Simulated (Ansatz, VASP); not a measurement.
One calculation of InAs, two programs

File INCAR:

```
PREC = Accurate
ENCUT = 500
EDIFF = 1E-6
ISMEAR = -1
SIGMA = 0.05
LREAL = F
LASPH = T
NELM = 120
ALGO = Normal
ISIF = 2
LWAVE = F
LCHARG = T
GGA = PS
LELF = T
LVHAR = T
NBANDS = 16
GGA_COMPAT = F
```

File KPOINTS:

```
regular mesh
0
Gamma
  7 7 7
```

The input POSCAR:

```
InAs
1.0
    0.0000000000      3.0180000000      3.0180000000
    3.0180000000      0.0000000000      3.0180000000
    3.0180000000      3.0180000000      0.0000000000
In As
1 1
Direct
    0.0000000000      0.0000000000      0.0000000000
    0.7500000000      0.7500000000      0.7500000000
```

Contents of input.yaml:

```yaml
crystal:
  lattice:
    - [0.0, 3.018, 3.018]
    - [3.018, 0.0, 3.018]
    - [3.018, 3.018, 0.0]
  atoms:
    - { symbol: In, position: [0.0, 0.0, 0.0] }
    - { symbol: As, position: [0.75, 0.75, 0.75] }
hamiltonian:
  xc: pbesol
  pseudopotentials: { kind: paw }
kpoints:
  mp_grid: { grid: [7, 7, 7] }
scf:
  occupations: { method: fermi_dirac, width: 0.05 }
output:
  forces: true
  stress: true
  eigenvalues: true
```

Alike in both runs: task single point; functional PBEsol; k mesh 7 × 7 × 7; occupations fermi-dirac, width 0.05 eV; no spin polarisation.

|  | VASP | Ansatz |
| --- | --- | --- |
| version | VASP 6.6.1 | Ansatz 0.2.0 |
| potentials or method | VASP PAW PBE potentials, release 64 (In_d, As) | Ansatz PAW |
| plane-wave cutoff (eV) | 500 | 420 |
| valence electrons in the cell | 18 | 28 |

VASP gave:

```
gap on the k mesh at the Fermi level (eV) : none
pressure (GPa)                            : 1.6
```

Task: Which values does Ansatz return?

Result: gap on the k mesh at the Fermi level (eV): none; pressure (GPa): 1.5.

VASP's potentials were made for PBE, not for PBEsol. A gap of «none» marks a metal or a gap that the smearing closes. VASP's potentials hold 18 valence electrons a cell and Ansatz's 28, so a difference there can come from the potentials and not from the codes.
